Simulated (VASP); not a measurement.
Set up this calculation in VASP 6.6.1, as the native input.

```
Task                   : relaxation of cell and atoms
Functional             : PBE
Potentials or basis    : VASP PAW PBE potentials, release 64 (Na_pv, H)
Cutoff                 : 600 eV
k mesh                 : 6 × 4 × 2
Occupations            : gaussian, width 0.1 eV
Spin                   : no spin polarisation
Dipole correction      : no
Further INCAR settings : ALGO = Normal; EDIFF = 1e-06; IBRION = 2; EDIFFG = -0.04; NSW = 90; ISIF = 3
```

The structure of Na3H lies in POSCAR:

```
Na3H
1.0
    2.5218626600      0.0000000000      0.0000000000
    0.0000000000      3.9590129900      0.0000000000
    0.0000000000      0.0000000000      7.6183511800
Na H
3 1
Direct
    0.5000000000      0.0000000000      0.0000000000
    0.5000000000      0.0000000000      0.6877655800
    0.5000000000      0.0000000000      0.3122344200
    0.0000000000      0.0000000000      0.5000000000
```

These files were run (other wordings do the same):

INCAR

```
PREC = Accurate
ENCUT = 600
EDIFF = 1E-6
ISMEAR = 0
SIGMA = 0.1
LREAL = F
LASPH = T
NELM = 100
ALGO = Normal
ISIF = 3
LWAVE = F
LCHARG = F
GGA = PE
IBRION = 2
NSW = 90
EDIFFG = -0.04
```

KPOINTS

```
Automatic mesh
0
Gamma
  6 4 2
```

Potentials or basis: VASP PAW PBE potentials, release 64 (Na_pv, H).

Launch:

```bash
$ cat potpaw_PBE.64/Na_pv/POTCAR potpaw_PBE.64/H/POTCAR > POTCAR
$ mpirun -np 1 vasp_std > vasp.out
```

It gave:

* Relaxed volume: 28.96 Å³/atom
* Relaxed cell: a = 3.292 Å, b = 3.518 Å, c = 10.006 Å, α = 90.00°, β = 90.00°, γ = 90.00°
* Space group after relaxing (to 0.05 Å): Pmmm (No. 47)
* Energy gained by relaxing: 654.2 meV/atom
* Ionic steps: 13
* Pressure after relaxing: -0.1 GPa
* Largest force after relaxing: 0.039 eV/Å
* Band gap on the k mesh: zero (band 11 reaches 3.53 eV, above the bottom of band 12 at -1.33 eV)

Caveat: the k points lie up to 0.45 Å⁻¹ apart in the final cell; the volume moved by over 15 % at a fixed basis, so the end points are rough.

Wall time 2.5 min on 1 thread of Intel(R) Xeon(R) Platinum 8375C CPU @ 2.90GHz (Ice Lake), on a shared host, peak memory 0.2 GiB.
